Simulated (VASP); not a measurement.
Input of a VASP 6.6.1 run:

File INCAR:

```
PREC     = Accurate       # precision mode
ENCUT    = 520            # plane-wave cutoff, eV
EDIFF    = 1E-6           # SCF threshold, eV
ISMEAR   = 0              # smearing method
SIGMA    = 0.15           # smearing width, eV
LREAL    = F              # projectors in reciprocal space
LASPH    = T              # aspherical terms in the spheres
NELM     = 80             # most SCF steps
ALGO     = Normal         # electronic algorithm
ISIF     = 2              # what is computed and relaxed
LWAVE    = F              # write WAVECAR
LCHARG   = T              # write CHGCAR
GGA      = PE             # functional
LELF     = T              # ELF
LVHAR    = T            
NBANDS   = 29             # bands
```

File KPOINTS:

```
regular mesh
0
Gamma
  12 12 12
```

The input POSCAR:

```
TiSi2
1.0
    1.7113672410     -7.0889376025      0.0000000000
    1.7113672410      7.0889376025      0.0000000000
    0.0000000000      0.0000000000      3.4533279734
Ti Si
2 4
Direct
    0.8968075258      0.1031924742      0.7500000000
    0.1031924742      0.8968075258      0.2500000000
    0.5591373591      0.4408626409      0.7500000000
    0.4408626409      0.5591373591      0.2500000000
    0.2498287182      0.7501712818      0.7500000000
    0.7501712818      0.2498287182      0.2500000000
```

Potentials or basis: VASP PAW PBE potentials, release 64 (Ti_sv, Si).

Launch:

```bash
$ cat potpaw_PBE.64/Ti_sv/POTCAR potpaw_PBE.64/Si/POTCAR > POTCAR
$ mpirun -np 1 vasp_std > vasp.out
```

(1) Predict the band gap on the k mesh.

(2) Predict the pressure.

Results:

(1) zero (band 20 reaches 11.35 eV, above the bottom of band 21 at 10.40 eV).

(2) 6.6 GPa.
